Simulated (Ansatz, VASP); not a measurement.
Zr3MoO3F3: VASP beside Ansatz

File INCAR:

```
SYSTEM = Zr3MoO3F3
PREC = Accurate
ENCUT = 600
EDIFF = 1E-6
ISMEAR = -1
SIGMA = 0.0121
LREAL = .FALSE.
LASPH = .TRUE.
NELM = 120
ALGO = Normal
ISIF = 2
LWAVE = .FALSE.
LCHARG = .TRUE.
GGA = PE
LELF = .TRUE.
LVHAR = .TRUE.
NBANDS = 56
GGA_COMPAT = .FALSE.
```

The input KPOINTS:

```
Automatic mesh
0
G
  5 5 5
  0 0 0
```

POSCAR

```
Zr3MoO3F3
1.0
    0.0000000000     -3.0732260000      4.4212250000
    2.5967610000     -1.6436400000     -4.4212250000
    5.5823280000      0.0000000000      0.0000000000
Zr F O Mo
3 3 3 1
Direct
    0.2275000000      0.4550000000      0.3175000000
    0.7349000000      0.4698000000      0.7953000000
    0.5100000000      0.0200000000      0.4700000000
    0.8246000000      0.9566000000      0.6908000000
    0.3526000000      0.1772000000      0.6908000000
    0.1320000000      0.4846000000      0.6908000000
    0.2542000000      0.1548000000      0.1533000000
    0.6919000000      0.9461000000      0.1533000000
    0.9006000000      0.5925000000      0.1533000000
    0.0000000000      0.0000000000      0.0000000000
```

Input for Ansatz:

```yaml
crystal:
  lattice:
    - [0.0, -3.073226, 4.421225]
    - [2.596761, -1.64364, -4.421225]
    - [5.582328, 0.0, 0.0]
  atoms:
    - { symbol: Zr, position: [0.2275, 0.455, 0.3175] }
    - { symbol: F, position: [0.8246, 0.9566, 0.6908] }
    - { symbol: F, position: [0.3526, 0.1772, 0.6908] }
    - { symbol: F, position: [0.132, 0.4846, 0.6908] }
    - { symbol: O, position: [0.2542, 0.1548, 0.1533] }
    - { symbol: O, position: [0.6919, 0.9461, 0.1533] }
    - { symbol: O, position: [0.9006, 0.5925, 0.1533] }
    - { symbol: Mo, position: [0.0, 0.0, 0.0] }
    - { symbol: Zr, position: [0.7349, 0.4698, 0.7953] }
    - { symbol: Zr, position: [0.51, 0.02, 0.47] }
  symmetry: { tolerance: 0.0003 }
kpoints:
  mp_grid: { grid: [5, 5, 5], shift: [0, 0, 0] }
magnetization:
  spin_polarized: false
scf:
  occupations: { method: fermi_dirac, width: 0.0121 }
hamiltonian:
  pseudopotentials: { kind: paw }
  xc: pbe
basis:
  ecutwfc: 420
output:
  forces: true
  stress: true
  eigenvalues: true
```

Alike in both runs: task single point; functional PBE; k mesh 5 × 5 × 5; occupations fermi-dirac, width 0.0121 eV; no spin polarisation.

|  | VASP | Ansatz |
| --- | --- | --- |
| version | VASP 6.6.1 | Ansatz 0.2.0 |
| potentials or method | VASP PAW PBE potentials, release 64 (Zr_sv, F, O, Mo_sv), cutoff 600 eV | PAW plane waves |
| valence electrons in the cell | 89 | 89 |

```csv
,VASP,Ansatz,Ansatz less VASP
gap on the k mesh at the Fermi level (eV),none,none,-
rms of the force components (eV/Å),3.166,3.167,+0.0007
```

A gap of «none» marks a metal or a gap that the smearing closes. With one functional, cell and mesh, what is left measures potentials, basis and numerics. Ansatz's warnings: structure snapped to symmetry.
